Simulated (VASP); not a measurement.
# Hf3Si2F (I4/mmm) in VASP: notebook

The runs below take Hf3Si2F through relaxation of cell and atoms, single point, with PBE.

All numbers are computed with VASP 6.6.1; they aren't measurements. Logs are shortened: lines on timing, memory, paths and dates and some standing lists are left out, and cuts for length are marked.

### Step 1. The cell of the first run

The structure is tetragonal, space group I4/mmm (No. 139). The conventional cell has a = 5.494 Å, b = 5.494 Å, c = 8.260 Å, α = 90.00°, β = 90.00°, γ = 90.00°. Within 3.6 Å of Hf (site symmetry -4m2) lie 4 Si at 2.75 Å and 4 Hf at 3.44 Å and 4 F at 3.44 Å. Hf (site symmetry 4/mmm) has 2 Si at 2.22 Å within 2.9 Å. Within 2.5 Å of Si (site symmetry 4mm) lie 1 F at 1.91 Å and 1 Hf at 2.22 Å. Within 2.5 Å of F (site symmetry 4/mmm) lie 2 Si at 1.91 Å.

The cell was generated, and may not be a known phase.

### Step 2. Relaxation of cell and atoms, PBE

INCAR

```
SYSTEM = Hf3Si2F
  ALGO = Normal
  EDIFF = 1E-6
  EDIFFG = -0.04
  ENCUT = 600
  GGA = PE
  IBRION = 2
  ISIF = 3
  ISMEAR = 0
  LASPH = .True.
  LCHARG = .False.
  LREAL = .False.
  LWAVE = .False.
  NELM = 60
  NSW = 90
  PREC = Accurate
  SIGMA = 0.1
```

KPOINTS

```
k-points
0
Gamma
  4 4 4
  0 0 0
```

POSCAR

```
Hf3Si2F
1.0
   -2.7469144400      2.7469144400      4.1299707900
    2.7469144400     -2.7469144400      4.1299707900
    2.7469144400      2.7469144400     -4.1299707900
Hf Si F
3 2 1
Direct
    0.7500000000      0.2500000000      0.5000000000
    0.2500000000      0.7500000000      0.5000000000
    0.0000000000      0.0000000000      0.0000000000
    0.2692911900      0.2692911900      0.0000000000
    0.7307088100      0.7307088100      0.0000000000
    0.5000000000      0.5000000000      0.0000000000
```

Potentials or basis: VASP PAW PBE potentials, release 64 (Hf_pv, Si, F).

Started as:

```console
$ cat potpaw_PBE.64/Hf_pv/POTCAR potpaw_PBE.64/Si/POTCAR potpaw_PBE.64/F/POTCAR > POTCAR
$ mpirun -np 1 vasp_std > vasp.out
```

OUTCAR:

```text
SYSTEM = Hf3Si2F
   EDIFF = 1E-6
   EDIFFG = -0.04
   ENCUT = 600
   GGA = PE
   IBRION = 2
   ISIF = 3
   ISMEAR = 0
   LASPH = .True.
   LREAL = .False.
   NELM = 60
   NSW = 90
   PREC = Accurate

 ion  position               nearest neighbor table
   1  0.750  0.250  0.500-   4 2.75   5 2.75   4 2.75   5 2.75   3 3.44   3 3.44   3 3.44   3 3.44

   2  0.250  0.750  0.500-   4 2.75   5 2.75   4 2.75   5 2.75   3 3.44   3 3.44   3 3.44   3 3.44

   3  0.000  0.000  0.000-   4 2.22   5 2.22   1 3.44   2 3.44   1 3.44   2 3.44   1 3.44   2 3.44
                             1 3.44   2 3.44
   4  0.269  0.269  0.000-   6 1.91   3 2.22   2 2.75   1 2.75   1 2.75   2 2.75
   5  0.731  0.731  0.000-   6 1.91   3 2.22   2 2.75   1 2.75   1 2.75   2 2.75
   6  0.500  0.500  0.000-   4 1.91   5 1.91

  LATTYP: Found a body centered tetragonal cell.
 ALAT       =     5.4938288800
 C/A-ratio  =     1.5034945136

  Lattice vectors:

 A1 = (  -2.7469144400,   2.7469144400,   4.1299707900)
 A2 = (   2.7469144400,  -2.7469144400,   4.1299707900)
 A3 = (   2.7469144400,   2.7469144400,  -4.1299707900)

Analysis of symmetry for initial positions (statically):
=====================================================================
 Subroutine PRICEL returns:
 Original cell was already a primitive cell.

 Routine SETGRP: Setting up the symmetry group for a
 body centered tetragonal supercell.

 Subroutine GETGRP returns: Found 16 space group operations
 (whereof 16 operations were pure point group operations)
 out of a pool of 16 trial point group operations.

The static configuration has the point symmetry D_4h.

Analysis of symmetry for dynamics (positions and initial velocities):
=====================================================================
 Subroutine PRICEL returns:
 Original cell was already a primitive cell.

 Routine SETGRP: Setting up the symmetry group for a
 body centered tetragonal supercell.

 Subroutine GETGRP returns: Found 16 space group operations
 (whereof 16 operations were pure point group operations)
 out of a pool of 16 trial point group operations.

The dynamic configuration has the point symmetry D_4h.

 Subroutine INISYM returns: Found 16 space group operations
 (whereof 16 operations are pure point group operations),
 and found     1 'primitive' translations

----------------------------------------------------------------------------------------

                                     Primitive cell

  volume of cell :     124.6514

  direct lattice vectors                    reciprocal lattice vectors
    -2.746914440  2.746914440  4.129970790     0.000000000  0.182022415  0.121066232
     2.746914440 -2.746914440  4.129970790     0.182022415  0.000000000  0.121066232
     2.746914440  2.746914440 -4.129970790     0.182022415  0.182022415  0.000000000

  length of vectors
     5.669897407  5.669897407  5.669897407     0.218607392  0.218607392  0.257418568

  position of ions in fractional coordinates (direct lattice)
     0.750000000  0.250000000  0.500000000
     0.250000000  0.750000000  0.500000000
     0.000000000  0.000000000  0.000000000
     0.269291190  0.269291190  0.000000000
     0.730708810  0.730708810  0.000000000
     0.500000000  0.500000000  0.000000000

  ion indices of the primitive-cell ions
   primitive index   ion index
                 1           1
                 2           2
                 3           3
                 4           4
                 5           5
                 6           6

----------------------------------------------------------------------------------------

 KPOINTS: k-points

Automatic generation of k-mesh.
 Grid dimensions read from file:
 generate k-points for:    4    4    4

 Generating k-lattice:

  Cartesian coordinates                     Fractional coordinates (reciprocal lattice)
     0.000000000  0.045505604  0.030266558     0.250000000  0.000000000 -0.000000000
     0.045505604  0.000000000  0.030266558     0.000000000  0.250000000 -0.000000000
     0.045505604  0.045505604  0.000000000     0.000000000  0.000000000  0.250000000

  Length of vectors
     0.054651848  0.054651848  0.064354642

  Shift w.r.t. Gamma in fractional coordinates (k-lattice)
     0.000000000  0.000000000  0.000000000

 Subroutine IBZKPT returns following result:
 ===========================================

 Found     13 irreducible k-points:

 Following reciprocal coordinates:
            Coordinates               Weight
  0.000000  0.000000  0.000000      1.000000
  0.250000  0.000000 -0.000000      8.000000
  0.500000  0.000000 -0.000000      4.000000
  0.250000  0.250000 -0.000000      8.000000
  0.500000  0.250000 -0.000000     16.000000
 -0.250000  0.250000  0.000000      4.000000
  0.500000  0.500000 -0.000000      2.000000
  0.250000  0.250000  0.250000      2.000000
 -0.250000  0.250000  0.250000      4.000000
  0.500000  0.500000  0.250000      4.000000
 -0.250000  0.500000  0.250000      8.000000
 -0.250000 -0.250000  0.250000      2.000000
  0.500000  0.500000  0.500000      1.000000
   k-points           NKPTS =     13   k-points in BZ     NKDIM =     13   number of bands    NBANDS=     27
   number of dos      NEDOS =    301   number of ions     NIONS =      6
   total plane-waves  NPLWV = 110592
   dimension x,y,z NGX =    48 NGY =   48 NGZ =   48
   dimension x,y,z NGXF=    96 NGYF=   96 NGZF=   96
   ions per type =               3   2   1
   NGX,Y,Z   is equivalent  to a cutoff of  14.07, 14.07, 14.07 a.u.
   NGXF,Y,Z  is equivalent  to a cutoff of  28.15, 28.15, 28.15 a.u.
 SYSTEM =  Hf3Si2F
   PREC   = accura    normal or accurate (medium, high low for compatibility)
   ISTART =      0    job   : 0-new  1-cont  2-samecut
   ICHARG =      2    charge: 1-file 2-atom 10-const
   ISPIN  =      1    spin polarized calculation?
   LNONCOLLINEAR =      F non collinear calculations
   LSORBIT =      F    spin-orbit coupling
   LASPH  =      T    aspherical Exc in radial PAW
   ENCUT  =  600.0 eV  44.10 Ry    6.64 a.u.  11.32 11.32 11.32*2*pi/ulx,y,z
   NELM   =     60;   NELMIN=  2; NELMDL= -5     # of ELM steps
   EDIFF  = 0.1E-05   stopping-criterion for ELM
   LREAL  =      F    real-space projection
   EDIFFG = -.4E-01   stopping-criterion for IOM
   NSW    =     90    number of steps for IOM
   IBRION =      2    ionic relax: 0-MD 1-quasi-New 2-CG
   NFREE  =      1    steps in history (QN), initial steepest desc. (CG)
   ISIF   =      3    stress and relaxation
   ISYM   =      2    0-nonsym 1-usesym 2-fastsym
   POTIM  = 0.5000    time-step for ionic-motion
   TEBEG  =    0.0;   TEEND  =   0.0 temperature during run
   PSTRESS=    0.0 pullay stress
   NELECT =      45.0000    total number of electrons
   NUPDOWN=      -1.0000    fix difference up-down
   EMIN   =  10.00;   EMAX   =-10.00  energy-range for DOS
   EFERMI =   0.00;   METHOD = LEGACY
   ISMEAR =     0;   SIGMA  =   0.10  broadening in eV -4-tet -1-fermi 0-gaus
   EFERMI_NEDOS =   21; number of points for ismear=-14 and -15
   IALGO  =     38    algorithm
   IMIX   =      4    mixing-type and parameters
     AMIX     =   0.40;   BMIX     =  1.00
     AMIX_MAG =   1.60;   BMIX_MAG =  1.00
  volume/ion in A,a.u.               =      20.78       140.20
  Fermi-wavevector in a.u.,A,eV,Ry     =   1.165682  2.202819 18.487780  1.358813
  Thomas-Fermi vector in A             =   2.302204
   LORBIT       =      0    0 simple, 1 ext, 2 COOP (PROOUT), +10 PAW based schemes
   GGA     = PE    functional components
   LHFCALC =     F    Hartree Fock is set to
   AEXX    =    0.0000 exact exchange contribution
   IVDW    =     0    specifies the selected vdW correction
   LEPSILON=     F    determine dielectric tensor
   LRPA    =     F    only Hartree local field effects (RPA)
 conjugate gradient relaxation of ions
 non-spin polarized calculation
 Gauss-broadening in eV      SIGMA  =   0.10
  energy-cutoff  :      600.00
  volume of cell :      124.65
 maximum number of plane-waves:      4180
 NGX is ok and might be reduce to    48
   NGX = 23   NGY = 23   NGZ = 23

--------------------------------------- Ionic step        1  -------------------------------------------

 number of electron      44.9999999 magnetization

 Free energy of the ion-electron system (eV)
  ---------------------------------------------------
  ext. energy  EPLUGINS =         0.00000000
  ---------------------------------------------------
  free energy    TOTEN  =       -41.25232156 eV

  energy without entropy =      -41.22596284  energy(sigma->0) =      -41.23914220

------------------------ aborting loop because EDIFF is reached ----------------------------------------

  FORCE on cell =-STRESS in cart. coord.  units (eV):
  Direction    XX          YY          ZZ          XY          YZ          ZX
  --------------------------------------------------------------------------------------
  -------------------------------------------------------------------------------------
  Total       -3.8334003     -3.8334003     16.8315058      0.0000000      0.0000000     -0.0000000
  in kB      -49.2716969    -49.2716969    216.3397473      0.0000000      0.0000000     -0.0000000
  external PRESSURE =      39.2654512 kB  Pullay stress =       0.0000000 kB
[... 67 lines left out ...]
--------------------------------------- Ionic step        3  -------------------------------------------

 number of electron      44.9999998 magnetization

 E-fermi :   4.1054     XC(G=0):  -9.9826

 val. band max:        4.0765102902   @ k =   0.5000   0.5000  -0.0000
 cond. band min:       4.1220613483   @ k =   0.2500   0.2500  -0.0000
 fundamental gap:      0.0455510581
 Fermi energy:         4.1054199856

 k-point     1 :       0.0000    0.0000    0.0000
  band No.  band energies     occupation
      1     -27.6642      2.00000
      2     -27.6642      2.00000
      3     -27.5703      2.00000
      4     -26.8203      2.00000
      5     -26.8184      2.00000
      6     -26.6542      2.00000
[... 412 lines left out ...]
  FREE ENERGIE OF THE ION-ELECTRON SYSTEM (eV)
  ---------------------------------------------------
  free  energy   TOTEN  =       -43.0231689333 eV

  energy  without entropy=      -43.0046013008  energy(sigma->0) =      -43.01388512

[... ionic steps 4 to 7 ...]

--------------------------------------- Ionic step        8  -------------------------------------------

 number of electron      45.0000003 magnetization

------------------------ aborting loop because EDIFF is reached ----------------------------------------
[... 75 lines left out ...]
--------------------------------------- Ionic step       10  -------------------------------------------

 number of electron      45.0000003 magnetization

 Free energy of the ion-electron system (eV)
  ---------------------------------------------------
  ext. energy  EPLUGINS =         0.00000000
  ---------------------------------------------------
  free energy    TOTEN  =       -43.26452548 eV

  energy without entropy =      -43.24659293  energy(sigma->0) =      -43.25555920

 E-fermi :   4.6313     XC(G=0): -10.3016

 val. band max:        4.6239185774   @ k =   0.5000   0.5000  -0.0000
 cond. band min:       4.6661581932   @ k =   0.0000   0.0000   0.0000
 fundamental gap:      0.0422396158
 Fermi energy:         4.6313102588

 k-point     1 :       0.0000    0.0000    0.0000
  band No.  band energies     occupation
      1     -27.0149      2.00000
      2     -27.0149      2.00000
      3     -26.9443      2.00000
      4     -25.9401      2.00000
      5     -25.9349      2.00000
      6     -25.7884      2.00000
[... 412 lines left out ...]
  FREE ENERGIE OF THE ION-ELECTRON SYSTEM (eV)
  ---------------------------------------------------
  free  energy   TOTEN  =       -43.2645254811 eV

  energy  without entropy=      -43.2465929265  energy(sigma->0) =      -43.25555920

 reached required accuracy - stopping structural energy minimisation
```

It took 12 min on 1 thread of Intel Xeon 8259CL, shared host; peak memory 0.37 GiB.

Results:

```yaml
Free_energy: -43.2645 eV
Relaxed_volume: 20.52 Å³/atom
Relaxed_cell: a = 5.870 Å, b = 5.870 Å, c = 5.870 Å, α = 127.63°, β = 127.63°, γ = 77.22°
Space_group_after_relaxing_to_0.1_Å: I4/mmm (No. 139)
Energy_gained_by_relaxing: 335.4 meV/atom
Ionic_steps: 10
Pressure_after_relaxing: 0.0 GPa
Largest_force_after_relaxing: 0.019 eV/Å
Band_gap_on_the_k_mesh: zero (an odd number of electrons rules out a gap without spin polarisation)
```

Forces on the atoms (eV/Å):
```
Hf   0.000  0.000  0.000
Hf   0.000  0.000  0.000
Hf   0.000  0.000  0.000
Si   0.000  0.000  0.019
Si   0.000  0.000 -0.019
F    0.000  0.000  0.000
```

Step by step:
```csv
step,energy change (eV),largest force (eV/Å),pressure (GPa),volume (Å³)
1,0.0000,4.6156,3.93,124.65
2,-1.7721,0.4834,-6.16,132.93
3,-1.7708,0.5590,-5.96,132.51
4,-1.9276,0.4587,4.08,118.70
5,-1.9865,0.4850,0.18,123.15
6,-2.0093,0.1524,0.27,122.67
7,-2.0098,0.0878,0.32,122.59
8,-2.0114,0.0358,-0.18,123.24
9,-2.0115,0.0304,-0.24,123.32
10,-2.0122,0.0188,-0.03,123.09
```

Final structure:
```
CELL_PARAMETERS angstrom
-2.59015 2.59015 4.58694
2.59015 -2.59015 4.58694
2.59015 2.59015 -4.58694
ATOMIC_POSITIONS crystal
Hf 0.75000 0.25000 0.50000
Hf 0.25000 0.75000 0.50000
Hf 0.00000 0.00000 0.00000
Si 0.30329 0.30329 0.00000
Si 0.69671 0.69671 0.00000
F 0.50000 0.50000 0.00000
```

Caveat: spin-orbit coupling is left out, which moves the levels of the heavy elements; an odd number of electrons without spin polarisation forces a metal; a magnetic or distorted state may lie lower.

(Continued in part 2 of 3.)

The gap in the log of VASP goes by the Fermi energy; the results here count the filled bands.